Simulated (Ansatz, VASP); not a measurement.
# One calculation of TiO2, two programs

```
Ti O
1.0
     4.59984    0.00000    0.00000
     0.00000    4.59984    0.00000
     0.00000    0.00000    2.95921
Ti O
2 4
Direct
  0.00000 0.00000 0.50000
  0.50000 0.50000 0.00000
  0.30432 0.30432 0.50000
  0.19568 0.80432 0.00000
  0.80432 0.19568 0.00000
  0.69568 0.69568 0.50000
```

Alike in both runs: task relaxation of cell and atoms; functional PBE; k mesh 6 × 6 × 9; occupations fermi-dirac, width 0.05 eV; no spin polarisation.

```csv
,VASP,Ansatz
version,VASP 6.6.1,Ansatz 0.2.0
potentials or method,"VASP PAW PBE potentials, release 64 (Ti_sv_GW, O_GW)",Ansatz PAW
plane-wave cutoff (eV),680,420
valence electrons in the cell,48,48
```

Ansatz gave:

```
relaxed volume (Å³/atom)                                     : 10.65
relaxed cell length with the largest relative difference (Å) : 4.643
```

Problem. What did VASP give for the same quantities?

Solution. Relaxed volume (Å³/atom): 10.61; relaxed cell length with the largest relative difference (Å): 4.636.

Noted on Ansatz's run: odd divisions of the mesh miss points on the zone boundary, where band edges often lie, so the gap on the mesh can be too wide; the plane-wave basis is chosen anew once the cell has moved, so the energies of steps on either side of that aren't comparable.
